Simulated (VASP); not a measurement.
C:

```xyz
2
Lattice="0.0000 1.7834 1.8012 1.7834 0.0000 1.8012 1.7834 1.7834 0.0000" Properties=species:S:1:pos:R:3 pbc="T T T"
C     2.6751    2.6751    2.7018
C     1.7834    1.7834    1.8416
```

This cell differs from its parent crystal: last atom moved by 0.04 Å along z, cell strained by +1.0% along z.

Base run:

| Quantity | Value |
| --- | --- |
| Program | VASP 6.6.1 |
| Functional | PBEsol |
| Potentials or basis | VASP PAW PBE potentials, release 64 (C) |
| Cutoff | 520 eV |
| k mesh | 11 × 11 × 11 |
| Occupations | gaussian, width 0.03 eV |
| Spin | no spin polarisation |

Its results: band gap on the k mesh 3.21 eV (least direct gap 4.28 eV); pressure -7.5 GPa; largest force 1.452 eV/Å.

**Question.** The run is repeated on the same cell with these changes: cutoff from 520 eV to 840 eV; k mesh from 11 × 11 × 11 to 21 × 21 × 21. What comes out?

**Answer.** Band gap on the k mesh 3.47 eV (least direct gap 4.28 eV); pressure -8.0 GPa; largest force 1.447 eV/Å.

Caveats: the cell stands under tension; the PAW data sets were made with another functional, which shifts forces and pressure a little; an odd mesh through Γ misses points on the zone boundary, where band edges can lie.
